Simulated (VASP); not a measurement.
# LaNiBN (P4/nmm) in VASP: single point with LDA

Aim: the single point of LaNiBN with LDA.

All numbers are computed with VASP 6.6.1; they aren't measurements. Logs are shortened: lines on timing, memory, paths and dates and some standing lists are left out, and cuts for length are marked.

## Step 1: The cell of the first run

It takes space group P4/nmm (No. 129, tetragonal). Conventional cell: a = 3.730 Å, b = 3.730 Å, c = 7.640 Å, α = 90.00°, β = 90.00°, γ = 90.00°. Within 3.5 Å of La (site symmetry 4mm) lie 5 N at 2.64 to 2.67 Å and 5 B at 2.98 to 3.35 Å and 4 Ni at 3.14 Å. Ni (site symmetry -4m2) has 4 B at 1.92 Å within 2.5 Å. Within 2.5 Å of B (site symmetry 4mm) lie 4 Ni at 1.92 Å and 1 N at 1.99 Å. Within 2.7 Å of N (site symmetry 4mm) lie 1 B at 1.99 Å and 5 La at 2.64 to 2.67 Å.

## Step 2: Single point, LDA, collinear spin, ferromagnetic start

Input file INCAR:

```
PREC = Accurate
ENCUT = 520
EDIFF = 1E-7
ISMEAR = 0
SIGMA = 0.1
LREAL = False
LASPH = True
NELM = 150
ALGO = Normal
ISIF = 2
LWAVE = False
LCHARG = True
ISPIN = 2
MAGMOM = 0 0 1.5 1.5 0 0 0 0
LORBIT = 11
LMAXMIX = 6
LELF = True
LVHAR = True
NBANDS = 43
```

Input file KPOINTS:

```
regular mesh
0
Gamma
  6 6 3
```

Input file POSCAR:

```
LaNiBN
1.0
    3.7300000000      0.0000000000      0.0000000000
    0.0000000000      3.7300000000      0.0000000000
    0.0000000000      0.0000000000      7.6400000000
La Ni B N
2 2 2 2
Direct
    0.5000000000      0.0000000000      0.1700000000
    0.0000000000      0.5000000000      0.8300000000
    0.0000000000      0.0000000000      0.5000000000
    0.5000000000      0.5000000000      0.5000000000
    0.0000000000      0.5000000000      0.4400000000
    0.5000000000      0.0000000000      0.5600000000
    0.0000000000      0.5000000000      0.1800000000
    0.5000000000      0.0000000000      0.8200000000
```

Potentials or basis: VASP PAW LDA potentials, release 64 (La, Ni, B, N).

Run with:

```
> cat potpaw_LDA.64/La/POTCAR potpaw_LDA.64/Ni/POTCAR potpaw_LDA.64/B/POTCAR potpaw_LDA.64/N/POTCAR > POTCAR
> mpirun -np 1 vasp_std > vasp.out
```

OUTCAR:

```text
PREC = Accurate
   ENCUT = 520
   EDIFF = 1E-7
   ISMEAR = 0
   LREAL = False
   LASPH = True
   NELM = 150
   ISIF = 2
   ISPIN = 2
   LORBIT = 11

 ion  position               nearest neighbor table
   1  0.500  0.000  0.170-   7 2.64   7 2.64   7 2.64   7 2.64   8 2.67   3 3.14   3 3.14   4 3.14
                             4 3.14
   2  0.000  0.500  0.830-   8 2.64   8 2.64   8 2.64   8 2.64   7 2.67   3 3.14   4 3.14   4 3.14
                             3 3.14
   3  0.000  0.000  0.500-   5 1.92   6 1.92   5 1.92   6 1.92   4 2.64   4 2.64   4 2.64   4 2.64
                             1 3.14   2 3.14   2 3.14   1 3.14
   4  0.500  0.500  0.500-   5 1.92   6 1.92   6 1.92   5 1.92   3 2.64   3 2.64   3 2.64   3 2.64
                             2 3.14   1 3.14   2 3.14   1 3.14
   5  0.000  0.500  0.440-   3 1.92   4 1.92   3 1.92   4 1.92
   6  0.500  0.000  0.560-   3 1.92   4 1.92   4 1.92   3 1.92
   7  0.000  0.500  0.180-   1 2.64   1 2.64   1 2.64   1 2.64   2 2.67
   8  0.500  0.000  0.820-   2 2.64   2 2.64   2 2.64   2 2.64   1 2.67

  LATTYP: Found a simple tetragonal cell.
 ALAT       =     3.7300000000
 C/A-ratio  =     2.0482573727

  Lattice vectors:

 A1 = (   3.7300000000,   0.0000000000,   0.0000000000)
 A2 = (   0.0000000000,   3.7300000000,   0.0000000000)
 A3 = (   0.0000000000,   0.0000000000,   7.6400000000)

Analysis of symmetry for initial positions (statically):
=====================================================================
 Subroutine PRICEL returns:
 Original cell was already a primitive cell.

 Routine SETGRP: Setting up the symmetry group for a
 simple tetragonal supercell.

 Subroutine GETGRP returns: Found 16 space group operations
 (whereof  8 operations were pure point group operations)
 out of a pool of 16 trial point group operations.

The static configuration has the point symmetry D_2d.
 The point group associated with its full space group is D_4h.

Analysis of symmetry for dynamics (positions and initial velocities):
=====================================================================
 Subroutine PRICEL returns:
 Original cell was already a primitive cell.

 Routine SETGRP: Setting up the symmetry group for a
 simple tetragonal supercell.

 Subroutine GETGRP returns: Found 16 space group operations
 (whereof  8 operations were pure point group operations)
 out of a pool of 16 trial point group operations.
[... 169 lines left out ...]
  ext. energy  EPLUGINS =         0.00000000
  ---------------------------------------------------
  free energy    TOTEN  =       -62.36975515 eV

  energy without entropy =      -62.36244001  energy(sigma->0) =      -62.36609758

 E-fermi :   9.0874     XC(G=0): -11.8187

 val. band max:        8.9247925272   @ k =   0.5000   0.5000   0.3333
 cond. band min:       9.1200003543   @ k =   0.3333   0.3333   0.3333
 fundamental gap:      0.1952078271
 Fermi energy:         9.0873597227

 spin component 1

 k-point     1 :       0.0000    0.0000    0.0000
  band No.  band energies     occupation
      1     -22.8997      1.00000
      2     -22.7205      1.00000
      3      -7.4334      1.00000
      4      -6.7006      1.00000
      5      -6.4660      1.00000
      6      -6.4660      1.00000
[... 869 lines left out ...]
     40      11.9087      0.00000
     41      12.0079      0.00000
 Fermi energy:         9.0873597227

 spin component 2

 k-point     1 :       0.0000    0.0000    0.0000
  band No.  band energies     occupation
      1     -22.8997      1.00000
      2     -22.7205      1.00000
      3      -7.4334      1.00000
      4      -6.7006      1.00000
      5      -6.4660      1.00000
      6      -6.4660      1.00000
[... 869 lines left out ...]
     40      11.9087      0.00000
     41      12.0078      0.00000
 [bands above 41 left out]

------------------------ aborting loop because EDIFF is reached ----------------------------------------

  FORCE on cell =-STRESS in cart. coord.  units (eV):
  Direction    XX          YY          ZZ          XY          YZ          ZX
  --------------------------------------------------------------------------------------
  -------------------------------------------------------------------------------------
  Total        0.7695027      0.7695027     -9.1688798      0.0000000      0.0000000      0.0000000
  in kB       11.5987099     11.5987099   -138.2024813      0.0000000      0.0000000      0.0000000
  external PRESSURE =     -38.3350205 kB  Pullay stress =       0.0000000 kB

 VOLUME and BASIS-vectors are now :
 -----------------------------------------------------------------------------
  energy-cutoff  :      520.00
  volume of cell :      106.29
      direct lattice vectors                 reciprocal lattice vectors
     3.730000000  0.000000000  0.000000000     0.268096515  0.000000000  0.000000000
     0.000000000  3.730000000  0.000000000     0.000000000  0.268096515  0.000000000
     0.000000000  0.000000000  7.640000000     0.000000000  0.000000000  0.130890052

 POSITION                                       TOTAL-FORCE (eV/Angst)
 -----------------------------------------------------------------------------------
      1.86500      0.00000      1.29880        -0.000000      0.000000      0.595340
      0.00000      1.86500      6.34120         0.000000      0.000000     -0.595340
      0.00000      0.00000      3.82000        -0.000000      0.000000      0.000000
      1.86500      1.86500      3.82000         0.000000      0.000000      0.000000
      0.00000      1.86500      3.36160        -0.000000      0.000000     -3.760324
      1.86500      0.00000      4.27840        -0.000000     -0.000000      3.760324
      0.00000      1.86500      1.37520        -0.000000     -0.000000      0.105905
      1.86500      0.00000      6.26480        -0.000000      0.000000     -0.105905
 -----------------------------------------------------------------------------------
    total drift:                                0.000000      0.000000      0.000000

  FREE ENERGIE OF THE ION-ELECTRON SYSTEM (eV)
  ---------------------------------------------------
  free  energy   TOTEN  =       -62.3697551527 eV

  energy  without entropy=      -62.3624400131  energy(sigma->0) =      -62.36609758

 total charge

# of ion       s       p       d       f       tot
--------------------------------------------------
    1        2.037   5.665   0.713   0.199   8.614
    2        2.037   5.665   0.713   0.199   8.614
    3        0.615   0.701   8.558   0.000   9.874
    4        0.615   0.701   8.558   0.000   9.874
    5        0.723   1.101   0.000   0.000   1.823
    6        0.723   1.101   0.000   0.000   1.823
    7        1.252   2.279   0.000   0.000   3.531
    8        1.252   2.279   0.000   0.000   3.531
--------------------------------------------------
tot          9.252  19.492  18.543   0.399  47.686

 magnetization (x)

# of ion       s       p       d       f       tot
--------------------------------------------------
    1       -0.000  -0.000  -0.000  -0.000  -0.000
    2       -0.000  -0.000  -0.000  -0.000  -0.000
    3        0.000  -0.000   0.000   0.000   0.000
    4        0.000  -0.000   0.000   0.000   0.000
    5       -0.000  -0.000   0.000   0.000  -0.000
    6       -0.000  -0.000   0.000   0.000  -0.000
    7        0.000   0.000   0.000   0.000   0.000
    8        0.000   0.000   0.000   0.000   0.000
--------------------------------------------------
tot         -0.000  -0.000   0.000  -0.000   0.000
```

stdout:

```text
POSCAR found type information on POSCAR LaNiB N
 POSCAR found :  4 types and       8 ions
 scaLAPACK will be used
 LDA part: xc-table for (Slater(with rela. corr.)+CA(PZ))
 , standard interpolation
 POSCAR, INCAR and KPOINTS ok, starting setup
 FFT: planning ... GRIDC
 FFT: planning ... GRID_SOFT
 FFT: planning ... GRID
 WAVECAR not read
 entering main loop
```

It took 3.8 min on 1 thread of Intel Xeon 6975P-C (Granite Rapids), shared host; peak memory 0.28 GiB.

Results:

```
Free energy                                           : -62.3698 eV
Pressure                                              : -3.8 GPa
Largest force                                         : 3.760 eV/Å
Band gap on the k mesh                                : zero (filled and empty bands overlap)
Net moment                                            : 0.00 μB per cell
Valence electrons inside the program's atomic spheres : La 8.61; Ni 9.87; B 1.82; N 3.53
```

Forces on the atoms (eV/Å):
```
La   0.000  0.000  0.595
La   0.000  0.000 -0.595
Ni   0.000  0.000  0.000
Ni   0.000  0.000  0.000
B    0.000  0.000 -3.760
B    0.000  0.000  3.760
N    0.000  0.000  0.106
N    0.000  0.000 -0.106
```

Caveat: the cell stands under tension; spin-orbit coupling is left out, which moves the levels of the heavy elements; forces of over 1 eV/Å act on the atoms, so gaps and moduli don't describe the material at rest. With open d or f shells a metallic result of LDA can be an artefact of self-interaction; +U or a hybrid may open a gap.
